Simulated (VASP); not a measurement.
# MgS (Niningerite) (Fm-3m) in VASP: further runs

MgS (Niningerite) is run at these levels: PBE+D3(BJ); tasks: single point, relaxation of cell and atoms.

All numbers are computed with VASP 6.6.1; they aren't measurements. Logs are shortened: lines on timing, memory, paths and dates and some standing lists are left out, and cuts for length are marked.

### Step 1. The cell of the first run

It takes space group Fm-3m (No. 225, cubic). Conventional cell: a = 5.155 Å, b = 5.155 Å, c = 5.155 Å, α = 90.00°, β = 90.00°, γ = 90.00°. Within 3.4 Å of Mg (site symmetry m-3m) lie 6 S at 2.58 Å. Within 3.4 Å of S (site symmetry m-3m) lie 6 Mg at 2.58 Å.

### Step 2. Single point, PBE+D3(BJ)

The input, INCAR:

```
ALGO = Normal
EDIFF = 1E-6
ENCUT = 600
GGA = PE
GGA_COMPAT = False
ISIF = 2
ISMEAR = 0
IVDW = 12
LASPH = True
LCHARG = False
LREAL = False
LWAVE = False
NBANDS = 11
NELM = 120
PREC = Accurate
SIGMA = 0.02
```

The input, KPOINTS:

```
k-points
0
Gamma
  8 8 8
```

The input, POSCAR:

```
MgS
1.0
    0.0000000000      2.5772522522      2.5772522522
    2.5772522522      0.0000000000      2.5772522522
    2.5772522522      2.5772522522      0.0000000000
Mg S
1 1
Direct
    0.0000000000      0.0000000000      0.0000000000
    0.5000000000      0.5000000000      0.5000000000
```

Potentials or basis: VASP PAW PBE potentials, release 64 (Mg, S).

On the command line:

```bash
$ cat potpaw_PBE.64/Mg/POTCAR potpaw_PBE.64/S/POTCAR > POTCAR
$ mpirun -np 1 vasp_std > vasp.out
```

OUTCAR:

```text
EDIFF = 1E-6
   ENCUT = 600
   GGA = PE
   ISIF = 2
   ISMEAR = 0
   IVDW = 12
   LASPH = True
   LREAL = False
   NELM = 120
   PREC = Accurate
 IVDW          = 12

 ion  position               nearest neighbor table
   1  0.000  0.000  0.000-   2 2.58   2 2.58   2 2.58   2 2.58   2 2.58   2 2.58
   2  0.500  0.500  0.500-   1 2.58   1 2.58   1 2.58   1 2.58   1 2.58   1 2.58

  LATTYP: Found a face centered cubic cell.
 ALAT       =     5.1545045044

  Lattice vectors:

 A1 = (   0.0000000000,   2.5772522522,   2.5772522522)
 A2 = (   2.5772522522,   0.0000000000,   2.5772522522)
 A3 = (   2.5772522522,   2.5772522522,   0.0000000000)

Analysis of symmetry for initial positions (statically):
=====================================================================
 Subroutine PRICEL returns:
 Original cell was already a primitive cell.

 Routine SETGRP: Setting up the symmetry group for a
 face centered cubic supercell.

 Subroutine GETGRP returns: Found 48 space group operations
 (whereof 48 operations were pure point group operations)
 out of a pool of 48 trial point group operations.

The static configuration has the point symmetry O_h .

Analysis of symmetry for dynamics (positions and initial velocities):
=====================================================================
 Subroutine PRICEL returns:
 Original cell was already a primitive cell.

 Routine SETGRP: Setting up the symmetry group for a
 face centered cubic supercell.

 Subroutine GETGRP returns: Found 48 space group operations
 (whereof 48 operations were pure point group operations)
 out of a pool of 48 trial point group operations.

The dynamic configuration has the point symmetry O_h .

 Subroutine INISYM returns: Found 48 space group operations
 (whereof 48 operations are pure point group operations),
 and found     1 'primitive' translations

----------------------------------------------------------------------------------------

                                     Primitive cell

  volume of cell :      34.2374

  direct lattice vectors                    reciprocal lattice vectors
     0.000000000  2.577252252  2.577252252    -0.194005069  0.194005069  0.194005069
     2.577252252  0.000000000  2.577252252     0.194005069 -0.194005069  0.194005069
     2.577252252  2.577252252  0.000000000     0.194005069  0.194005069 -0.194005069

  length of vectors
     3.644785089  3.644785089  3.644785089     0.336026636  0.336026636  0.336026636

  position of ions in fractional coordinates (direct lattice)
     0.000000000  0.000000000  0.000000000
     0.500000000  0.500000000  0.500000000

  ion indices of the primitive-cell ions
   primitive index   ion index
                 1           1
                 2           2

----------------------------------------------------------------------------------------

 KPOINTS: k-points

Automatic generation of k-mesh.
 Grid dimensions read from file:
 generate k-points for:    8    8    8

 Generating k-lattice:

  Cartesian coordinates                     Fractional coordinates (reciprocal lattice)
    -0.024250634  0.024250634  0.024250634     0.125000000  0.000000000  0.000000000
     0.024250634 -0.024250634  0.024250634     0.000000000  0.125000000  0.000000000
     0.024250634  0.024250634 -0.024250634     0.000000000  0.000000000  0.125000000

  Length of vectors
     0.042003329  0.042003329  0.042003329

  Shift w.r.t. Gamma in fractional coordinates (k-lattice)
     0.000000000  0.000000000  0.000000000

 Subroutine IBZKPT returns following result:
 ===========================================

 Found     29 irreducible k-points:

 Following reciprocal coordinates:
            Coordinates               Weight
  0.000000  0.000000  0.000000      1.000000
  0.125000  0.000000  0.000000      8.000000
  0.250000  0.000000  0.000000      8.000000
  0.375000  0.000000  0.000000      8.000000
  0.500000  0.000000  0.000000      4.000000
  0.125000  0.125000  0.000000      6.000000
[... 16 lines left out ...]
  0.500000  0.250000  0.125000     48.000000
 -0.375000  0.250000  0.125000     24.000000
 [... further k-points ...]
   k-points           NKPTS =     29   k-points in BZ     NKDIM =     29   number of bands    NBANDS=     11
   number of dos      NEDOS =    301   number of ions     NIONS =      2
   total plane-waves  NPLWV =  27000
   dimension x,y,z NGX =    30 NGY =   30 NGZ =   30
   dimension x,y,z NGXF=    60 NGYF=   60 NGZF=   60
   ions per type =               1   1
   NGX,Y,Z   is equivalent  to a cutoff of  13.68, 13.68, 13.68 a.u.
   NGXF,Y,Z  is equivalent  to a cutoff of  27.37, 27.37, 27.37 a.u.
 SYSTEM =  unknown system
   PREC   = accura    normal or accurate (medium, high low for compatibility)
   ISTART =      0    job   : 0-new  1-cont  2-samecut
   ICHARG =      2    charge: 1-file 2-atom 10-const
   ISPIN  =      1    spin polarized calculation?
   LNONCOLLINEAR =      F non collinear calculations
   LSORBIT =      F    spin-orbit coupling
   LASPH  =      T    aspherical Exc in radial PAW
   ENCUT  =  600.0 eV  44.10 Ry    6.64 a.u.   7.28  7.28  7.28*2*pi/ulx,y,z
   NELM   =    120;   NELMIN=  2; NELMDL= -5     # of ELM steps
   EDIFF  = 0.1E-05   stopping-criterion for ELM
   LREAL  =      F    real-space projection
   EDIFFG = 0.1E-04   stopping-criterion for IOM
   NSW    =      0    number of steps for IOM
   IBRION =     -1    ionic relax: 0-MD 1-quasi-New 2-CG
   NFREE  =      0    steps in history (QN), initial steepest desc. (CG)
   ISIF   =      2    stress and relaxation
   ISYM   =      2    0-nonsym 1-usesym 2-fastsym
   POTIM  = 0.5000    time-step for ionic-motion
   TEBEG  =    0.0;   TEEND  =   0.0 temperature during run
   PSTRESS=    0.0 pullay stress
   NELECT =       8.0000    total number of electrons
   NUPDOWN=      -1.0000    fix difference up-down
   EMIN   =  10.00;   EMAX   =-10.00  energy-range for DOS
   EFERMI =   0.00;   METHOD = LEGACY
   ISMEAR =     0;   SIGMA  =   0.02  broadening in eV -4-tet -1-fermi 0-gaus
   EFERMI_NEDOS =   21; number of points for ismear=-14 and -15
   IALGO  =     38    algorithm
   IMIX   =      4    mixing-type and parameters
     AMIX     =   0.40;   BMIX     =  1.00
     AMIX_MAG =   1.60;   BMIX_MAG =  1.00
  volume/ion in A,a.u.               =      17.12       115.52
  Fermi-wavevector in a.u.,A,eV,Ry     =   1.008334  1.905476 13.833563  1.016738
  Thomas-Fermi vector in A             =   2.141195
   LORBIT       =      0    0 simple, 1 ext, 2 COOP (PROOUT), +10 PAW based schemes
   GGA     = PE    functional components
   LHFCALC =     F    Hartree Fock is set to
   AEXX    =    0.0000 exact exchange contribution
   IVDW    =    12    specifies the selected vdW correction
   LEPSILON=     F    determine dielectric tensor
   LRPA    =     F    only Hartree local field effects (RPA)
 non-spin polarized calculation
 Gauss-broadening in eV      SIGMA  =   0.02
  energy-cutoff  :      600.00
  volume of cell :       34.24
 maximum number of plane-waves:      1158
 NGX is ok and might be reduce to    30
   NGX = 15   NGY = 15   NGZ = 15

 number of electron       8.0000000 magnetization

 Free energy of the ion-electron system (eV)
  ---------------------------------------------------
  ext. energy  EPLUGINS =         0.00000000
  ---------------------------------------------------
  free energy    TOTEN  =        -8.48974762 eV

  energy without entropy =       -8.48974762  energy(sigma->0) =       -8.48974762

 E-fermi :   4.0861     XC(G=0):  -9.8055

 val. band max:        3.9810657201   @ k =   0.0000   0.0000   0.0000
 cond. band min:       6.8175021328   @ k =   0.5000   0.5000   0.0000
 fundamental gap:      2.8364364127
 Fermi energy:         4.0860565823

 k-point     1 :       0.0000    0.0000    0.0000
  band No.  band energies     occupation
      1      -8.8497      2.00000
      2       3.9811      2.00000
      3       3.9811      2.00000
      4       3.9811      2.00000
      5       7.9188      0.00000
      6      11.9162      0.00000
      7      11.9162      0.00000
      8      11.9162      0.00000
      9      14.3610      0.00000
     10      14.3610      0.00000
     11      16.5853      0.00000

 k-point     2 :       0.1250    0.0000    0.0000
  band No.  band energies     occupation
      1      -8.6917      2.00000
      2       2.9151      2.00000
      3       3.8739      2.00000
      4       3.8739      2.00000
      5       8.7064      0.00000
      6      11.6247      0.00000
      7      12.1777      0.00000
      8      12.1777      0.00000
      9      13.7466      0.00000
     10      13.7466      0.00000
     11      16.8899      0.00000

 k-point     3 :       0.2500    0.0000    0.0000
  band No.  band energies     occupation
      1      -8.2629      2.00000
      2       1.1040      2.00000
      3       3.6410      2.00000
      4       3.6410      2.00000
      5       9.0458      0.00000
      6      11.8313      0.00000
      7      11.8313      0.00000
      8      12.4478      0.00000
      9      14.3228      0.00000
     10      14.3228      0.00000
     11      16.0669      0.00000

 k-point     4 :       0.3750    0.0000    0.0000
  band No.  band energies     occupation
      1      -7.7354      2.00000
      2      -0.3943      2.00000
      3       3.4367      2.00000
      4       3.4367      2.00000
      5       8.7192      0.00000
      6      11.1688      0.00000
      7      11.1688      0.00000
      8      14.0501      0.00000
      9      15.7088      0.00000
     10      16.3182      0.00000
     11      16.3182      0.00000

 k-point     5 :       0.5000    0.0000    0.0000
  band No.  band energies     occupation
      1      -7.4709      2.00000
      2      -0.9992      2.00000
      3       3.3587      2.00000
      4       3.3587      2.00000
      5       8.5697      0.00000
      6      10.9216      0.00000
      7      10.9216      0.00000
      8      14.4072      0.00000
      9      16.2968      0.00000
     10      18.4787      0.00000
     11      18.4787      0.00000
[... 211 lines left out ...]
 k-point    21 :       0.5000    0.5000    0.0000
  band No.  band energies     occupation
      1      -7.0772      2.00000
      2      -0.3614      2.00000
      3       2.2349      2.00000
      4       2.2349      2.00000
      5       6.8175      0.00000
      6       8.2889      0.00000
      7      16.2674      0.00000
      8      16.8808      0.00000
      9      17.6493      0.00000
     10      17.6493      0.00000
     11      19.9436      0.00000

 k-point    22 :       0.3750    0.2500    0.1250
  band No.  band energies     occupation
      1      -7.9261      2.00000
      2       0.8337      2.00000
      3       2.4641      2.00000
      4       3.2730      2.00000
      5       9.9032      0.00000
      6      10.4551      0.00000
      7      11.1764      0.00000
      8      13.3076      0.00000
      9      14.1786      0.00000
     10      17.0806      0.00000
     11      19.1041      0.00000

 k-point    23 :       0.5000    0.2500    0.1250
  band No.  band energies     occupation
      1      -7.4790      2.00000
      2      -0.0473      2.00000
      3       1.9080      2.00000
      4       2.9474      2.00000
      5       9.6765      0.00000
      6      10.4325      0.00000
      7      11.8600      0.00000
      8      13.1116      0.00000
      9      15.7865      0.00000
     10      18.4393      0.00000
     11      19.0987      0.00000

 k-point    24 :      -0.3750    0.2500    0.1250
  band No.  band energies     occupation
      1      -7.2634      2.00000
      2      -0.4620      2.00000
      3       1.7609      2.00000
      4       2.7809      2.00000
      5       9.6207      0.00000
      6      10.1501      0.00000
      7      12.4892      0.00000
      8      13.5403      0.00000
      9      16.3720      0.00000
     10      17.5279      0.00000
     11      19.7226      0.00000

 [... further k-points ...]

------------------------ aborting loop because EDIFF is reached ----------------------------------------

 Edisp (eV)   -0.73166

 E8    (eV) :    -0.2944

  FORCE on cell =-STRESS in cart. coord.  units (eV):
  Direction    XX          YY          ZZ          XY          YZ          ZX
  --------------------------------------------------------------------------------------
  -------------------------------------------------------------------------------------
  Total      -0.05428    -0.05428    -0.05428    -0.00000     0.00000    -0.00000
  in kB      -2.53993    -2.53993    -2.53993    -0.00000     0.00000    -0.00000
  external pressure =       -2.54 kB  Pullay stress =        0.00 kB

 VOLUME and BASIS-vectors are now :
 -----------------------------------------------------------------------------
  energy-cutoff  :      600.00
  volume of cell :       34.24
      direct lattice vectors                 reciprocal lattice vectors
     0.000000000  2.577252252  2.577252252    -0.194005069  0.194005069  0.194005069
     2.577252252  0.000000000  2.577252252     0.194005069 -0.194005069  0.194005069
     2.577252252  2.577252252  0.000000000     0.194005069  0.194005069 -0.194005069

 POSITION                                       TOTAL-FORCE (eV/Angst)
 -----------------------------------------------------------------------------------
      0.00000      0.00000      0.00000        -0.000000      0.000000      0.000000
      2.57725      2.57725      2.57725         0.000000     -0.000000     -0.000000
 -----------------------------------------------------------------------------------
    total drift:                               -0.000000     -0.000000      0.000000

  FREE ENERGIE OF THE ION-ELECTRON SYSTEM (eV)
  ---------------------------------------------------
  free  energy   TOTEN  =        -9.2214072136 eV

  energy  without entropy=       -9.2214072136  energy(sigma->0) =       -9.22140721
```

It took 7.4 s on 1 thread of Intel Xeon 6975P-C (Granite Rapids), shared host; peak memory 0.18 GiB.

Results:

- Free energy: -9.2214 eV
- Pressure: -0.3 GPa
- Band gap on the k mesh: 2.84 eV, indirect (least direct gap 3.94 eV)
- Dispersion energy per atom: -0.366 eV

A k mesh can miss the band edges. PBE gaps usually lie below the measured ones, often by a third to a half.

### Step 3. Relaxation of cell and atoms, PBE+D3(BJ)

This run uses another cell than the first one, of 17.88 Å³/atom, 1.044 times its volume.

The input, INCAR:

```
SYSTEM = MgS
  PREC = Accurate
  ENCUT = 600
  EDIFF = 1E-7
  ISMEAR = 0
  SIGMA = 0.02
  LREAL = .FALSE.
  LASPH = .TRUE.
  NELM = 120
  ALGO = Normal
  ISIF = 3
  LWAVE = .FALSE.
  LCHARG = .FALSE.
  GGA = PE
  IVDW = 12
  IBRION = 2
  NSW = 70
  EDIFFG = -0.005
  GGA_COMPAT = .FALSE.
  NELMIN = 4
```

The input, KPOINTS:

```
regular mesh
0
G
  8 8 8
  0 0 0
```

The input, POSCAR:

```
MgS
1.0
    0.0000000000      2.6148576572      2.6148576572
    2.6148576572      0.0000000000      2.6148576572
    2.6148576572      2.6148576572      0.0000000000
Mg S
1 1
Direct
    0.0000000000      0.0000000000      0.0000000000
    0.5000000000      0.5000000000      0.5000000000
```

Potentials or basis: VASP PAW PBE potentials, release 64 (Mg, S).

On the command line:

```bash
$ cat potpaw_PBE.64/Mg/POTCAR potpaw_PBE.64/S/POTCAR > POTCAR
$ mpirun -np 1 vasp_std > vasp.out
```

Run time: 14 s. Hardware: 1 thread of Intel Xeon 6975P-C (Granite Rapids), shared host; peak memory 0.18 GiB.

Results (log left out):

- Free energy: -9.2216 eV
- Relaxed volume: 17.06 Å³/atom
- Relaxed cell: a = 3.641 Å, b = 3.641 Å, c = 3.641 Å, α = 60.00°, β = 60.00°, γ = 60.00°
- Space group after relaxing (to 0.05 Å): Fm-3m (No. 225)
- Energy gained by relaxing: 9.2 meV/atom
- Ionic steps: 3
- Pressure after relaxing: 0.0 GPa
- Band gap on the k mesh: 2.84 eV, indirect (least direct gap 3.96 eV)
- Dispersion energy per atom: -0.367 eV

Step by step:
| step | energy change (eV) | largest force (eV/Å) | pressure (GPa) | volume (Å³) |
| --- | --- | --- | --- | --- |
| 1 | 0.0000 | 0.0000 | -3.46 | 35.76 |
| 2 | -0.0175 | 0.0000 | 0.83 | 33.79 |
| 3 | -0.0183 | 0.0000 | 0.01 | 34.13 |

Final structure:
```cif
data_structure
_symmetry_space_group_name_H-M 'P 1'
_symmetry_Int_Tables_number 1
_cell_length_a 3.6409
_cell_length_b 3.6409
_cell_length_c 3.6409
_cell_angle_alpha 60.000
_cell_angle_beta 60.000
_cell_angle_gamma 60.000
_cell_volume 34.13
loop_
_atom_site_label
_atom_site_type_symbol
_atom_site_fract_x
_atom_site_fract_y
_atom_site_fract_z
_atom_site_occupancy
Mg1 Mg 0.00000 0.00000 0.00000 1
S1 S 0.50000 0.50000 0.50000 1
```

Levels at points of the mesh, in eV from the valence-band top:
| k point | band 1 | band 2 | band 3 | band 4 | band 5 | band 6 | band 7 | band 8 |
| --- | --- | --- | --- | --- | --- | --- | --- | --- |
| (0.00, 0.00, 0.00) | -12.85 | 0.00 | 0.00 | 0.00 | 3.96 | 7.93 | 7.93 | 7.93 |
| (0.50, 0.00, 0.00) | -11.46 | -5.00 | -0.63 | -0.63 | 4.59 | 6.94 | 6.94 | 10.46 |
| (0.50, 0.50, 0.00) | -11.07 | -4.36 | -1.75 | -1.75 | 2.84 | 4.30 | 12.32 | 12.91 |

A k mesh can miss the band edges.
